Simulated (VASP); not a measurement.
# MnS (F-43m) in VASP: a series of runs, part 2 of 2

VASP 6.6.1. Earlier steps stand in the parts before.

### Step 3. Single point, PBEsol, collinear spin, ferromagnetic start

This run uses another cell than the first one, of 12.03 Å³/atom.

The input, INCAR:

```
SYSTEM = MnS
ALGO     = Normal         ! electronic algorithm
EDIFF    = 1E-6           ! SCF threshold, eV
ENCUT    = 520            ! plane-wave cutoff, eV
GGA      = PS             ! functional
ISIF     = 2              ! what is computed and relaxed
ISMEAR   = 0              ! smearing method
ISPIN    = 2              ! spin polarisation
LASPH    = .True.         ! aspherical terms in the spheres
LCHARG   = .False.        ! write CHGCAR
LMAXMIX  = 4              ! l up to which the mixer works
LORBIT   = 11             ! projections on sites
LREAL    = .False.        ! projectors in reciprocal space
LWAVE    = .False.        ! write WAVECAR
MAGMOM   = 4.29 0         ! initial moments
NBANDS   = 20             ! bands
NELM     = 150            ! most SCF steps
PREC     = Accurate       ! precision mode
SIGMA    = 0.1            ! smearing width, eV
```

The input, KPOINTS:

```
k-points
0
Gamma
  16 16 16
  0 0 0
```

The input, POSCAR:

```
MnS
1.0
    0.0000000000      2.2910553481      2.2910553481
    2.2910553481      0.0000000000      2.2910553481
    2.2910553481      2.2910553481      0.0000000000
Mn S
1 1
Direct
    0.0000000000      0.0000000000      0.0000000000
    0.7500000000      0.7500000000      0.7500000000
```

Potentials or basis: VASP PAW PBE potentials, release 64 (Mn_pv, S).

The run is started by

```
> cat potpaw_PBE.64/Mn_pv/POTCAR potpaw_PBE.64/S/POTCAR > POTCAR
> mpirun -np 1 vasp_std > vasp.out
```

OUTCAR:

```text
SYSTEM = MnS
   EDIFF = 1E-6
   ENCUT = 520
   GGA = PS
   ISIF = 2
   ISMEAR = 0
   ISPIN = 2
   LASPH = .True.
   LORBIT = 11
   LREAL = .False.
   NELM = 150
   PREC = Accurate

 ion  position               nearest neighbor table
   1  0.000  0.000  0.000-   2 1.98   2 1.98   2 1.98   2 1.98
   2  0.750  0.750  0.750-   1 1.98   1 1.98   1 1.98   1 1.98

  LATTYP: Found a face centered cubic cell.
 ALAT       =     4.5821106962

  Lattice vectors:

 A1 = (   0.0000000000,   2.2910553481,   2.2910553481)
 A2 = (   2.2910553481,   0.0000000000,   2.2910553481)
 A3 = (   2.2910553481,   2.2910553481,   0.0000000000)

Analysis of symmetry for initial positions (statically):
=====================================================================
 Subroutine PRICEL returns:
 Original cell was already a primitive cell.

 Routine SETGRP: Setting up the symmetry group for a
 face centered cubic supercell.

 Subroutine GETGRP returns: Found 24 space group operations
 (whereof 24 operations were pure point group operations)
 out of a pool of 48 trial point group operations.

The static configuration has the point symmetry T_d .

Analysis of symmetry for dynamics (positions and initial velocities):
=====================================================================
 Subroutine PRICEL returns:
 Original cell was already a primitive cell.

 Routine SETGRP: Setting up the symmetry group for a
 face centered cubic supercell.

 Subroutine GETGRP returns: Found 24 space group operations
 (whereof 24 operations were pure point group operations)
 out of a pool of 48 trial point group operations.

The dynamic configuration has the point symmetry T_d .

Analysis of structural, dynamic, and magnetic symmetry:
=====================================================================
 Subroutine PRICEL returns:
 Original cell was already a primitive cell.

 Routine SETGRP: Setting up the symmetry group for a
 face centered cubic supercell.

 Subroutine GETGRP returns: Found 24 space group operations
 (whereof 24 operations were pure point group operations)
 out of a pool of 48 trial point group operations.

The overall configuration has the point symmetry T_d .

 Subroutine INISYM returns: Found 24 space group operations
 (whereof 24 operations are pure point group operations),
 and found     1 'primitive' translations

----------------------------------------------------------------------------------------

                                     Primitive cell

  volume of cell :      24.0512

  direct lattice vectors                    reciprocal lattice vectors
     0.000000000  2.291055348  2.291055348    -0.218240035  0.218240035  0.218240035
     2.291055348  0.000000000  2.291055348     0.218240035 -0.218240035  0.218240035
     2.291055348  2.291055348  0.000000000     0.218240035  0.218240035 -0.218240035

  length of vectors
     3.240041545  3.240041545  3.240041545     0.378002829  0.378002829  0.378002829

  position of ions in fractional coordinates (direct lattice)
     0.000000000  0.000000000  0.000000000
     0.750000000  0.750000000  0.750000000

  ion indices of the primitive-cell ions
[... 66 lines left out ...]
   PREC   = accura    normal or accurate (medium, high low for compatibility)
   ISTART =      0    job   : 0-new  1-cont  2-samecut
   ICHARG =      2    charge: 1-file 2-atom 10-const
   ISPIN  =      2    spin polarized calculation?
   LNONCOLLINEAR =      F non collinear calculations
   LSORBIT =      F    spin-orbit coupling
   LASPH  =      T    aspherical Exc in radial PAW
   ENCUT  =  520.0 eV  38.22 Ry    6.18 a.u.   6.02  6.02  6.02*2*pi/ulx,y,z
   NELM   =    150;   NELMIN=  2; NELMDL= -5     # of ELM steps
   EDIFF  = 0.1E-05   stopping-criterion for ELM
   LREAL  =      F    real-space projection
   EDIFFG = 0.1E-04   stopping-criterion for IOM
   NSW    =      0    number of steps for IOM
   IBRION =     -1    ionic relax: 0-MD 1-quasi-New 2-CG
   NFREE  =      0    steps in history (QN), initial steepest desc. (CG)
   ISIF   =      2    stress and relaxation
   ISYM   =      2    0-nonsym 1-usesym 2-fastsym
   POTIM  = 0.5000    time-step for ionic-motion
   TEBEG  =    0.0;   TEEND  =   0.0 temperature during run
   PSTRESS=    0.0 pullay stress
   NELECT =      19.0000    total number of electrons
   NUPDOWN=      -1.0000    fix difference up-down
   EMIN   =  10.00;   EMAX   =-10.00  energy-range for DOS
   EFERMI =   0.00;   METHOD = LEGACY
   ISMEAR =     0;   SIGMA  =   0.10  broadening in eV -4-tet -1-fermi 0-gaus
   EFERMI_NEDOS =   21; number of points for ismear=-14 and -15
   IALGO  =     38    algorithm
   IMIX   =      4    mixing-type and parameters
     AMIX     =   0.40;   BMIX     =  1.00
     AMIX_MAG =   1.60;   BMIX_MAG =  1.00
  volume/ion in A,a.u.               =      12.03        81.15
  Fermi-wavevector in a.u.,A,eV,Ry     =   1.513377  2.859868 31.161557  2.290310
  Thomas-Fermi vector in A             =   2.623176
   LORBIT       =     11    0 simple, 1 ext, 2 COOP (PROOUT), +10 PAW based schemes
   GGA     = PS    functional components
   LHFCALC =     F    Hartree Fock is set to
   AEXX    =    0.0000 exact exchange contribution
   IVDW    =     0    specifies the selected vdW correction
   LEPSILON=     F    determine dielectric tensor
   LRPA    =     F    only Hartree local field effects (RPA)
 spin polarized calculation
 Gauss-broadening in eV      SIGMA  =   0.10
  energy-cutoff  :      520.00
  volume of cell :       24.05
 maximum number of plane-waves:       660
   NGX = 13   NGY = 13   NGZ = 13

 number of electron      19.0000017 magnetization       0.8118847

 number of electron      19.0000015 magnetization      -0.0022698

 Free energy of the ion-electron system (eV)
  ---------------------------------------------------
  ext. energy  EPLUGINS =         0.00000000
  ---------------------------------------------------
  free energy    TOTEN  =       -14.04574124 eV

  energy without entropy =      -14.03536043  energy(sigma->0) =      -14.04055084

 E-fermi :  10.1960     XC(G=0): -12.6217

 val. band max:       10.1938195798   @ k =   0.5000   0.4375   0.0625
 cond. band min:      10.2009643766   @ k =  -0.3125   0.3125   0.0625
 fundamental gap:      0.0071447968
 Fermi energy:        10.1960273794

 spin component 1

 k-point     1 :       0.0000    0.0000    0.0000
  band No.  band energies     occupation
      1     -37.3353      1.00000
      2     -37.3353      1.00000
      3     -37.3353      1.00000
      4      -6.3695      1.00000
      5       4.6303      1.00000
      6       4.6303      1.00000
[... 541 lines left out ...]
     19      27.0641      0.00000
     20      28.6907      0.00000

 [... further k-points ...]

 spin component 2

 k-point     1 :       0.0000    0.0000    0.0000
  band No.  band energies     occupation
      1     -37.3373      1.00000
      2     -37.3373      1.00000
      3     -37.3373      1.00000
      4      -6.3697      1.00000
      5       4.6297      1.00000
      6       4.6297      1.00000
[... 541 lines left out ...]
     19      27.0638      0.00000
     20      28.6902      0.00000

 [... further k-points ...]

------------------------ aborting loop because EDIFF is reached ----------------------------------------

  FORCE on cell =-STRESS in cart. coord.  units (eV):
  Direction    XX          YY          ZZ          XY          YZ          ZX
  --------------------------------------------------------------------------------------
  -------------------------------------------------------------------------------------
  Total        7.5413768      7.5413768      7.5413768     -0.0000000     -0.0000000     -0.0000000
  in kB      502.3709090    502.3709090    502.3709090     -0.0000000     -0.0000000     -0.0000000
  external PRESSURE =     502.3709090 kB  Pullay stress =       0.0000000 kB

 VOLUME and BASIS-vectors are now :
 -----------------------------------------------------------------------------
  energy-cutoff  :      520.00
  volume of cell :       24.05
      direct lattice vectors                 reciprocal lattice vectors
     0.000000000  2.291055348  2.291055348    -0.218240035  0.218240035  0.218240035
     2.291055348  0.000000000  2.291055348     0.218240035 -0.218240035  0.218240035
     2.291055348  2.291055348  0.000000000     0.218240035  0.218240035 -0.218240035

 POSITION                                       TOTAL-FORCE (eV/Angst)
 -----------------------------------------------------------------------------------
      0.00000      0.00000      0.00000         0.000000      0.000000      0.000000
      3.43658      3.43658      3.43658        -0.000000     -0.000000     -0.000000
 -----------------------------------------------------------------------------------
    total drift:                               -0.000002     -0.000002     -0.000003

  FREE ENERGIE OF THE ION-ELECTRON SYSTEM (eV)
  ---------------------------------------------------
  free  energy   TOTEN  =       -14.0457412426 eV

  energy  without entropy=      -14.0353604323  energy(sigma->0) =      -14.04055084

 total charge

# of ion       s       p       d       tot
------------------------------------------
    1        0.461   6.468   5.716  12.645
    2        1.336   2.518   0.000   3.854
--------------------------------------------------
tot          1.797   8.986   5.716  16.499

 magnetization (x)

# of ion       s       p       d       tot
------------------------------------------
    1       -0.000  -0.000  -0.002  -0.002
    2        0.000   0.000   0.000   0.000
--------------------------------------------------
tot         -0.000  -0.000  -0.002  -0.002
```

Wall time 41 s (1 thread of Intel Xeon 6975P-C (Granite Rapids), shared host); peak memory 0.22 GiB.

Results:

* Free energy: -14.0457 eV
* Pressure: 50.2 GPa
* Net moment: 0.00 μB per cell
* Valence electrons inside the program's atomic spheres: Mn 12.64; S 3.85

Levels at points of the mesh, in eV from the Fermi level:
Spin up:
```csv
k point,band 6,band 7,band 8,band 9,band 10,band 11,band 12,band 13
"(0.00, 0.00, 0.00)",-5.57,-5.57,-1.11,-1.11,5.16,5.16,5.16,5.23
"(0.50, 0.00, 0.00)",-5.15,-5.15,-0.70,-0.70,-0.37,2.70,2.70,6.35
"(0.50, 0.50, 0.00)",-4.34,-4.34,-2.67,-0.08,-0.03,0.30,0.30,7.00
```
Spin down:
```
           k point  band 5  band 6  band 7  band 8  band 9  band 10  band 11  band 12  band 13  band 14
(0.00, 0.00, 0.00)   -5.57   -5.57   -5.57   -1.11   -1.11     5.16     5.16     5.16     5.23     8.93
(0.50, 0.00, 0.00)   -7.75   -5.15   -5.15   -0.71   -0.71    -0.37     2.70     2.70     6.35     9.77
(0.50, 0.50, 0.00)   -8.01   -4.35   -4.35   -2.67   -0.08    -0.03     0.30     0.30     7.00     7.71
```

Caveat: the cell stands under pressure; the PAW data sets were made with another functional, which shifts forces and pressure a little; semilocal functionals often make such compounds metallic where correlation or magnetic order opens a gap, which also shifts bond lengths.
